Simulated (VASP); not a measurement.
Here is a VASP 6.6.1 calculation.

POSCAR

```
NaI
1.0
    5.4164912224     -0.0406236841      0.0000000000
   -2.7434267537      4.7111308400      0.0000000000
    0.0000000000      0.0000000000      6.4591494862
Na I
2 2
Direct
    0.3351053003      0.6666945346     -0.0625030748
    0.6648946997      0.3333054654      0.4374969252
    0.3359675478      0.6667208386      0.4375030748
    0.6640324522      0.3332791614      0.9375030748
```

Contents of INCAR.step1:

```
  PREC = Accurate
  ENCUT = 520
  ISMEAR = 0
  SIGMA = 0.01
  LREAL = False
  LASPH = True
  NELM = 60
  NBANDS = 22
  GGA = PE
  ALGO = Normal
  EDIFF = 1E-4
  LWAVE = True
  LCHARG = False
```

INCAR.step2

```
  PREC = Accurate
  ENCUT = 520
  EDIFF = 1E-7
  ISMEAR = 0
  SIGMA = 0.01
  LREAL = False
  LASPH = True
  NELM = 60
  ALGO = Normal
  ISIF = 2
  LWAVE = False
  LCHARG = False
  METAGGA = R2SCAN
  LMIXTAU = True
  NBANDS = 22
  ISTART = 1
```

KPOINTS

```
regular mesh
0
Gamma
  6 6 4
```

Potentials or basis: VASP PAW PBE potentials, release 64 (Na_pv, I).

Launch:

```bash
$ cat potpaw_PBE.64/Na_pv/POTCAR potpaw_PBE.64/I/POTCAR > POTCAR
$ cp INCAR.step1 INCAR
$ mpirun -np 1 vasp_std > vasp.out
$ cp INCAR.step2 INCAR
$ mpirun -np 1 vasp_std > vasp.out
```

Task: What does it give for the pressure?

Result: -0.1 GPa.

Task: Predict the largest force.

Result: 0.041 eV/Å.

Task: What does it give for the band gap on the k mesh?

Result: 4.19 eV.

Forces in eV/Å, atoms in the order of the input:
```
Na   0.022 -0.035  0.000
Na  -0.022  0.035  0.000
I   -0.001  0.001  0.000
I    0.001 -0.001  0.000
```

Caveat: the cell differs from its parent crystal (shear xy strain -1.5%); the structure was generated, so it needn't be the stable form of NaI; the PAW data sets were made with another functional, which shifts forces and pressure a little; spin-orbit coupling is left out, which moves the levels of the heavy elements. A k mesh can miss the band edges.
